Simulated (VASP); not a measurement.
# TlCl (Pm-3m) in VASP: notebook, part 2 of 2

VASP 6.6.1.

## 4. Electric field gradients, PBE (28.88 Å³/atom)

This run uses another cell than the first one, of 28.88 Å³/atom.

The input, INCAR:

```
  PREC = Accurate
  ENCUT = 400
  EDIFF = 1E-8
  ISMEAR = -1
  SIGMA = 0.02
  LREAL = F
  LASPH = T
  NELM = 120
  ALGO = Normal
  ISIF = 2
  LWAVE = F
  LCHARG = F
  GGA = PE
  LEFG = T
  NBANDS = 17
  GGA_COMPAT = F
```

The input, KPOINTS:

```
regular mesh
0
Gamma
  8 8 8
```

The input, POSCAR:

```
TlCl
1.0
    3.8656873874      0.0000000000      0.0000000000
    0.0000000000      3.8656873874      0.0000000000
    0.0000000000      0.0000000000      3.8656873874
Tl Cl
1 1
Direct
    0.0000000000      0.0000000000      0.0000000000
    0.5000000000      0.5000000000      0.5000000000
```

Potentials or basis: VASP PAW PBE potentials, release 64 (Tl_d, Cl).

Launch:

```bash
cat potpaw_PBE.64/Tl_d/POTCAR potpaw_PBE.64/Cl/POTCAR > POTCAR
mpirun -np 1 vasp_std > vasp.out
```

OUTCAR:

```text
PREC = Accurate
   ENCUT = 400
   EDIFF = 1E-8
   ISMEAR = -1
   LREAL = F
   LASPH = T
   NELM = 120
   ISIF = 2
   GGA = PE

 ion  position               nearest neighbor table
   1  0.000  0.000  0.000-   2 3.35   2 3.35   2 3.35   2 3.35   2 3.35   2 3.35   2 3.35   2 3.35

   2  0.500  0.500  0.500-   1 3.35   1 3.35   1 3.35   1 3.35   1 3.35   1 3.35   1 3.35   1 3.35

  LATTYP: Found a simple cubic cell.
 ALAT       =     3.8656873874

  Lattice vectors:

 A1 = (   3.8656873874,   0.0000000000,   0.0000000000)
 A2 = (   0.0000000000,   3.8656873874,   0.0000000000)
 A3 = (   0.0000000000,   0.0000000000,   3.8656873874)

Analysis of symmetry for initial positions (statically):
=====================================================================
 Subroutine PRICEL returns:
 Original cell was already a primitive cell.

 Routine SETGRP: Setting up the symmetry group for a
 simple cubic supercell.

 Subroutine GETGRP returns: Found 48 space group operations
 (whereof 48 operations were pure point group operations)
 out of a pool of 48 trial point group operations.

The static configuration has the point symmetry O_h .

Analysis of symmetry for dynamics (positions and initial velocities):
=====================================================================
 Subroutine PRICEL returns:
 Original cell was already a primitive cell.

 Routine SETGRP: Setting up the symmetry group for a
 simple cubic supercell.

 Subroutine GETGRP returns: Found 48 space group operations
 (whereof 48 operations were pure point group operations)
 out of a pool of 48 trial point group operations.

The dynamic configuration has the point symmetry O_h .

 Subroutine INISYM returns: Found 48 space group operations
[... 157 lines left out ...]
      4      -7.2149      2.00000
      5      -7.2149      2.00000
      6      -7.2149      2.00000
[... 457 lines left out ...]
      4      -7.2759      2.00000
      5      -7.2518      2.00000
      6      -7.1773      2.00000
[... 9 lines left out ...]
     16      14.0447      0.00000
     17      16.1256      0.00000

 [... further k-points ...]

------------------------ aborting loop because EDIFF is reached ----------------------------------------

  FORCE on cell =-STRESS in cart. coord.  units (eV):
  Direction    XX          YY          ZZ          XY          YZ          ZX
  --------------------------------------------------------------------------------------
  -------------------------------------------------------------------------------------
  Total        0.1908236      0.1908236      0.1908236     -0.0000000     -0.0000000      0.0000000
  in kB        5.2925203      5.2925203      5.2925203     -0.0000000     -0.0000000      0.0000000
  external PRESSURE =       5.2925203 kB  Pullay stress =       0.0000000 kB

 VOLUME and BASIS-vectors are now :
 -----------------------------------------------------------------------------
  energy-cutoff  :      400.00
  volume of cell :       57.77
      direct lattice vectors                 reciprocal lattice vectors
     3.865687387  0.000000000  0.000000000     0.258686205  0.000000000  0.000000000
     0.000000000  3.865687387  0.000000000     0.000000000  0.258686205  0.000000000
     0.000000000  0.000000000  3.865687387     0.000000000  0.000000000  0.258686205

 POSITION                                       TOTAL-FORCE (eV/Angst)
 -----------------------------------------------------------------------------------
      0.00000      0.00000      0.00000         0.000000      0.000000      0.000000
      1.93284      1.93284      1.93284         0.000000      0.000000      0.000000
 -----------------------------------------------------------------------------------
    total drift:                               -0.000000      0.000000      0.000000

  FREE ENERGIE OF THE ION-ELECTRON SYSTEM (eV)
  ---------------------------------------------------
  free  energy   TOTEN  =        -6.0129888299 eV

  energy  without entropy=       -6.0129888299  energy(sigma->0) =       -6.01298883

 Electric field gradients (V/A^2)
---------------------------------------------------------------------
 ion       V_xx      V_yy      V_zz      V_xy      V_xz      V_yz
---------------------------------------------------------------------
   1       0.000     0.000     0.000     0.000    -0.000     0.000
   2      -0.000    -0.000    -0.000    -0.000    -0.000    -0.000
---------------------------------------------------------------------

 Electric field gradients after diagonalization (V/A^2)
 (convention: |V_zz| > |V_xx| > |V_yy|)
----------------------------------------------------------------------
 ion       V_xx      V_yy      V_zz     asymmetry (V_yy - V_xx)/ V_zz
----------------------------------------------------------------------
   1       0.000     0.000     0.000      -0.174
   2      -0.000    -0.000    -0.000      -0.134
----------------------------------------------------------------------

           NMR quadrupolar parameters

 Cq : quadrupolar parameter    Cq=e*Q*V_zz/h
 eta: asymmetry parameters     (V_yy - V_xx)/ V_zz
 Q  : nuclear electric quadrupole moment in mb (millibarn)
----------------------------------------------------------------------
 ion       Cq(MHz)       eta       Q (mb)
----------------------------------------------------------------------
   1       0.000      -0.174       1.000
   2      -0.000      -0.134       1.000
----------------------------------------------------------------------
```

It took 42 s on 1 thread of Intel Xeon 8259CL, shared host; peak memory 0.17 GiB.

What came out:

- Free energy: -6.0130 eV
- Pressure: 0.5 GPa
- Band gap on the k mesh: 2.14 eV
- Largest electric field gradient by atom: zero within the noise of the run

Caveat: spin-orbit coupling is left out, which moves the levels of the heavy elements. A k mesh can miss the band edges.

## 5. Electric field gradients, PBE (29.59 Å³/atom)

This run uses another cell than the first one, of 29.59 Å³/atom.

The input, INCAR:

```
  ALGO = Normal
  EDIFF = 1E-8
  ENCUT = 400
  GGA = PE
  GGA_COMPAT = F
  ISIF = 2
  ISMEAR = -1
  LASPH = T
  LCHARG = F
  LEFG = T
  LREAL = F
  LWAVE = F
  NBANDS = 17
  NELM = 120
  PREC = Accurate
  SIGMA = 0.02
```

The input, KPOINTS:

```
k-points
0
Gamma
  8 8 8
```

The input, POSCAR:

```
TlCl
1.0
    3.8968636320      0.0000000000      0.0000000000
    0.0000000000      3.8968636320      0.0000000000
    0.0000000000      0.0000000000      3.8968636320
Tl Cl
1 1
Direct
    0.0000000000      0.0000000000      0.0000000000
    0.5000000000      0.5000000000      0.5000000000
```

Potentials or basis: VASP PAW PBE potentials, release 64 (Tl_d, Cl).

Launch:

```bash
cat potpaw_PBE.64/Tl_d/POTCAR potpaw_PBE.64/Cl/POTCAR > POTCAR
mpirun -np 1 vasp_std > vasp.out
```

OUTCAR:

```text
EDIFF = 1E-8
   ENCUT = 400
   GGA = PE
   ISIF = 2
   ISMEAR = -1
   LASPH = T
   LREAL = F
   NELM = 120
   PREC = Accurate

 ion  position               nearest neighbor table
   1  0.000  0.000  0.000-   2 3.37   2 3.37   2 3.37   2 3.37   2 3.37   2 3.37   2 3.37   2 3.37

   2  0.500  0.500  0.500-   1 3.37   1 3.37   1 3.37   1 3.37   1 3.37   1 3.37   1 3.37   1 3.37

  LATTYP: Found a simple cubic cell.
 ALAT       =     3.8968636320

  Lattice vectors:

 A1 = (   3.8968636320,   0.0000000000,   0.0000000000)
 A2 = (   0.0000000000,   3.8968636320,   0.0000000000)
 A3 = (   0.0000000000,   0.0000000000,   3.8968636320)

[... 691 lines left out ...]
  free  energy   TOTEN  =        -6.0159045165 eV

  energy  without entropy=       -6.0159045165  energy(sigma->0) =       -6.01590452

 Electric field gradients (V/A^2)
---------------------------------------------------------------------
 ion       V_xx      V_yy      V_zz      V_xy      V_xz      V_yz
---------------------------------------------------------------------
   1       0.000     0.000     0.000     0.000     0.000    -0.000
   2       0.000     0.000     0.000     0.000     0.000    -0.000
---------------------------------------------------------------------

 Electric field gradients after diagonalization (V/A^2)
 (convention: |V_zz| > |V_xx| > |V_yy|)
----------------------------------------------------------------------
 ion       V_xx      V_yy      V_zz     asymmetry (V_yy - V_xx)/ V_zz
----------------------------------------------------------------------
   1       0.000     0.000     0.000      -0.060
   2       0.000     0.000     0.000      -0.246
----------------------------------------------------------------------

           NMR quadrupolar parameters

 Cq : quadrupolar parameter    Cq=e*Q*V_zz/h
 eta: asymmetry parameters     (V_yy - V_xx)/ V_zz
 Q  : nuclear electric quadrupole moment in mb (millibarn)
----------------------------------------------------------------------
 ion       Cq(MHz)       eta       Q (mb)
----------------------------------------------------------------------
   1       0.000      -0.060       1.000
   2       0.000      -0.246       1.000
----------------------------------------------------------------------
```

Wall time 36 s (1 thread of Intel Xeon 8259CL, shared host); peak memory 0.17 GiB.

Results:

```yaml
Free_energy: -6.0159 eV
Pressure: 0.0 GPa
Band_gap_on_the_k_mesh: 2.20 eV
Largest_electric_field_gradient_by_atom: zero within the noise of the run
```

Caveat: spin-orbit coupling is left out, which moves the levels of the heavy elements.

## 6. Electric field gradients, PBE (29.59 Å³/atom)

This run uses another cell than the first one, of 29.59 Å³/atom.

The input, INCAR:

```
SYSTEM = TlCl
  ALGO = Normal
  EDIFF = 1E-8
  ENCUT = 400
  GGA = PE
  GGA_COMPAT = .False.
  ISIF = 2
  ISMEAR = -1
  LASPH = .True.
  LCHARG = .False.
  LEFG = .True.
  LREAL = .False.
  LWAVE = .False.
  NBANDS = 17
  NELM = 120
  PREC = Accurate
  SIGMA = 0.02
```

The input, KPOINTS:

```
k-points
0
Gamma
  8 8 8
  0 0 0
```

POSCAR is that of step 5.

Potentials or basis: VASP PAW PBE potentials, release 64 (Tl_d, Cl).

Launch:

```bash
cat potpaw_PBE.64/Tl_d/POTCAR potpaw_PBE.64/Cl/POTCAR > POTCAR
mpirun -np 1 vasp_std > vasp.out
```

OUTCAR:

```text
SYSTEM = TlCl
   EDIFF = 1E-8
   ENCUT = 400
   GGA = PE
   ISIF = 2
   ISMEAR = -1
   LASPH = .True.
   LREAL = .False.
   NELM = 120
   PREC = Accurate

 ion  position               nearest neighbor table
   1  0.000  0.000  0.000-   2 3.37   2 3.37   2 3.37   2 3.37   2 3.37   2 3.37   2 3.37   2 3.37

   2  0.500  0.500  0.500-   1 3.37   1 3.37   1 3.37   1 3.37   1 3.37   1 3.37   1 3.37   1 3.37

  LATTYP: Found a simple cubic cell.
 ALAT       =     3.8968636320

  Lattice vectors:

 A1 = (   3.8968636320,   0.0000000000,   0.0000000000)
 A2 = (   0.0000000000,   3.8968636320,   0.0000000000)
 A3 = (   0.0000000000,   0.0000000000,   3.8968636320)

Analysis of symmetry for initial positions (statically):
=====================================================================
 Subroutine PRICEL returns:
 Original cell was already a primitive cell.

 Routine SETGRP: Setting up the symmetry group for a
 simple cubic supercell.

 Subroutine GETGRP returns: Found 48 space group operations
 (whereof 48 operations were pure point group operations)
 out of a pool of 48 trial point group operations.

The static configuration has the point symmetry O_h .

Analysis of symmetry for dynamics (positions and initial velocities):
=====================================================================
 Subroutine PRICEL returns:
 Original cell was already a primitive cell.

 Routine SETGRP: Setting up the symmetry group for a
 simple cubic supercell.

 Subroutine GETGRP returns: Found 48 space group operations
 (whereof 48 operations were pure point group operations)
 out of a pool of 48 trial point group operations.

The dynamic configuration has the point symmetry O_h .

[... 158 lines left out ...]
      4      -7.4461      2.00000
      5      -7.4461      2.00000
      6      -7.4461      2.00000
[... 457 lines left out ...]
      4      -7.5021      2.00000
      5      -7.4814      2.00000
      6      -7.4123      2.00000
[... 9 lines left out ...]
     16      13.7592      0.00000
     17      15.7215      0.00000

 [... further k-points ...]

------------------------ aborting loop because EDIFF is reached ----------------------------------------

  FORCE on cell =-STRESS in cart. coord.  units (eV):
  Direction    XX          YY          ZZ          XY          YZ          ZX
  --------------------------------------------------------------------------------------
  -------------------------------------------------------------------------------------
  Total       -0.0153490     -0.0153490     -0.0153490      0.0000000      0.0000000      0.0000000
  in kB       -0.4155702     -0.4155702     -0.4155702      0.0000000      0.0000000      0.0000000
  external PRESSURE =      -0.4155702 kB  Pullay stress =       0.0000000 kB

 VOLUME and BASIS-vectors are now :
 -----------------------------------------------------------------------------
  energy-cutoff  :      400.00
  volume of cell :       59.18
      direct lattice vectors                 reciprocal lattice vectors
     3.896863632  0.000000000  0.000000000     0.256616627  0.000000000  0.000000000
     0.000000000  3.896863632  0.000000000     0.000000000  0.256616627  0.000000000
     0.000000000  0.000000000  3.896863632     0.000000000  0.000000000  0.256616627

 POSITION                                       TOTAL-FORCE (eV/Angst)
 -----------------------------------------------------------------------------------
      0.00000      0.00000      0.00000         0.000000      0.000000      0.000000
      1.94843      1.94843      1.94843         0.000000      0.000000      0.000000
 -----------------------------------------------------------------------------------
    total drift:                               -0.000000      0.000000      0.000000

  FREE ENERGIE OF THE ION-ELECTRON SYSTEM (eV)
  ---------------------------------------------------
  free  energy   TOTEN  =        -6.0159045165 eV

  energy  without entropy=       -6.0159045165  energy(sigma->0) =       -6.01590452

 Electric field gradients (V/A^2)
---------------------------------------------------------------------
 ion       V_xx      V_yy      V_zz      V_xy      V_xz      V_yz
---------------------------------------------------------------------
   1       0.000     0.000     0.000     0.000     0.000    -0.000
   2       0.000     0.000     0.000     0.000     0.000    -0.000
---------------------------------------------------------------------

 Electric field gradients after diagonalization (V/A^2)
 (convention: |V_zz| > |V_xx| > |V_yy|)
----------------------------------------------------------------------
 ion       V_xx      V_yy      V_zz     asymmetry (V_yy - V_xx)/ V_zz
----------------------------------------------------------------------
   1       0.000     0.000     0.000      -0.060
   2       0.000     0.000     0.000      -0.246
----------------------------------------------------------------------

           NMR quadrupolar parameters

 Cq : quadrupolar parameter    Cq=e*Q*V_zz/h
 eta: asymmetry parameters     (V_yy - V_xx)/ V_zz
 Q  : nuclear electric quadrupole moment in mb (millibarn)
----------------------------------------------------------------------
 ion       Cq(MHz)       eta       Q (mb)
----------------------------------------------------------------------
   1       0.000      -0.060       1.000
   2       0.000      -0.246       1.000
----------------------------------------------------------------------
```

OSZICAR:

```text
N       E                     dE             d eps       ncg     rms          rms(c)
DAV:   1     0.817172822258E+02    0.81717E+02   -0.87826E+03  1294   0.835E+02
DAV:   2    -0.331412273132E+01   -0.85031E+02   -0.81712E+02  1522   0.199E+02
DAV:   3    -0.644329295607E+01   -0.31292E+01   -0.31205E+01  1385   0.341E+01
DAV:   4    -0.646571313852E+01   -0.22420E-01   -0.22416E-01  1564   0.345E+00
DAV:   5    -0.646600874191E+01   -0.29560E-03   -0.29560E-03  1450   0.378E-01    0.300E+00
DAV:   6    -0.604835528904E+01    0.41765E+00   -0.72664E-01  1316   0.432E+00    0.192E+00
DAV:   7    -0.601755276756E+01    0.30803E-01   -0.15004E-01  1368   0.172E+00    0.124E+00
DAV:   8    -0.601650394463E+01    0.10488E-02   -0.26502E-02  1321   0.103E+00    0.319E-01
DAV:   9    -0.601568097412E+01    0.82297E-03   -0.26432E-03  1419   0.248E-01    0.143E-01
DAV:  10    -0.601592454474E+01   -0.24357E-03   -0.86489E-04  1289   0.135E-01    0.778E-02
DAV:  11    -0.601590492263E+01    0.19622E-04   -0.55245E-05  1430   0.416E-02    0.222E-02
DAV:  12    -0.601590457946E+01    0.34317E-06   -0.67957E-06  1380   0.144E-02    0.483E-03
DAV:  13    -0.601590460813E+01   -0.28671E-07   -0.19358E-06  1350   0.667E-03    0.181E-03
DAV:  14    -0.601590448645E+01    0.12167E-06   -0.22087E-07  1447   0.236E-03    0.538E-04
DAV:  15    -0.601590450125E+01   -0.14799E-07   -0.17085E-08  1254   0.726E-04    0.269E-04
DAV:  16    -0.601590452308E+01   -0.21824E-07   -0.14603E-09   699   0.261E-04    0.169E-04
DAV:  17    -0.601590451649E+01    0.65875E-08   -0.18942E-10   700   0.973E-05
   1 F= -.60159045E+01 E0= -.60159045E+01  d E =-.753626E-12
```

stdout:

```text
POSCAR found type information on POSCAR TlCl
 POSCAR found :  2 types and       2 ions
 scaLAPACK will be used
 LDA part: xc-table for (Slater+PW92), standard interpolation
 POSCAR, INCAR and KPOINTS ok, starting setup
 FFT: planning ... GRIDC
 FFT: planning ... GRID_SOFT
 FFT: planning ... GRID
 WAVECAR not read
 entering main loop
ion   1

ion   2
```

It took 46 s on 1 thread of Intel Xeon 8259CL, shared host; peak memory 0.16 GiB.

What came out:

```yaml
Free_energy: -6.0159 eV
Pressure: 0.0 GPa
Band_gap_on_the_k_mesh: 2.20 eV
Largest_electric_field_gradient_by_atom: zero within the noise of the run
```

Levels at points of the mesh, in eV from the valence-band top:
| k point | band 7 | band 8 | band 9 | band 10 | band 11 | band 12 | band 13 | band 14 |
| --- | --- | --- | --- | --- | --- | --- | --- | --- |
| (0.00, 0.00, 0.00) | -4.44 | -1.31 | -1.31 | -1.31 | 7.64 | 7.64 | 7.64 | 7.96 |
| (0.50, 0.00, 0.00) | -5.16 | -0.92 | -0.92 | 0.00 | 2.20 | 6.56 | 6.56 | 8.97 |
| (0.50, 0.50, 0.00) | -3.30 | -2.66 | -2.66 | -0.87 | 4.85 | 4.85 | 8.26 | 8.45 |
| (0.50, 0.50, 0.50) | -2.21 | -1.78 | -1.78 | -1.78 | 2.72 | 2.72 | 2.72 | 12.59 |

Caveat: spin-orbit coupling is left out, which moves the levels of the heavy elements.

## 7. The runs side by side

```tsv
cell	gap on the mesh (eV)	pressure (GPa)
a = 3.769 Å, 2 atoms	1.95	2.8
a = 3.802 Å, 2 atoms	2.02	2.0
a = 3.866 Å, 2 atoms	2.14	0.5
a = 3.897 Å, 2 atoms	2.20	0.0
```

Alike in all rows: task electric field gradients; level PBE; potentials or basis VASP PAW PBE potentials, release 64 (Tl_d, Cl); no spin polarisation; k mesh 8 × 8 × 8; cutoff (eV) 400; smearing fermi-dirac 0.02 eV.

Caveats: spin-orbit coupling is left out, which moves the levels of the heavy elements.

Total energies depend on the potentials used, so only differences within one code and one set of settings carry meaning.
